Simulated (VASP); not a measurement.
Crystal: Gd.

```
Gd
1.0
    -1.97270    1.97270    1.97270
     1.97270   -1.97270    1.97270
     1.97270    1.97270   -1.97270
Gd
1
Direct
  0.00000 0.00000 0.00000
```

This isn't the form of Gd at room conditions, which is hcp.

Base run:

* Program: VASP 6.6.1
* Functional: PBE
* Dispersion: D3(BJ)
* Potentials or basis: VASP PAW PBE potentials, release 64 (Gd)
* Cutoff: 520 eV
* k mesh: 15 × 15 × 15
* Occupations: fermi-dirac, width 0.08 eV
* Spin: collinear spin, ferromagnetic start
* Starting moments: [7.0] μB

Its results: pressure 0.5 GPa; net moment 7.60 μB per cell; site moments Gd +7.00 μB.

Q: The run is repeated on the same cell with these changes: dispersion from D3(BJ) to none. What comes out?

A: Pressure 3.1 GPa; net moment 7.60 μB per cell; site moments Gd +7.00 μB.

Dispersion adds attraction, which lowers the pressure at fixed volume and, as a term added to the energy, leaves the levels alone.

Caveats: spin-orbit coupling is left out, which moves the levels of the heavy elements; semilocal functionals describe open f shells poorly, which spoils levels, moments and volumes; the cell stands under pressure (at least some runs).
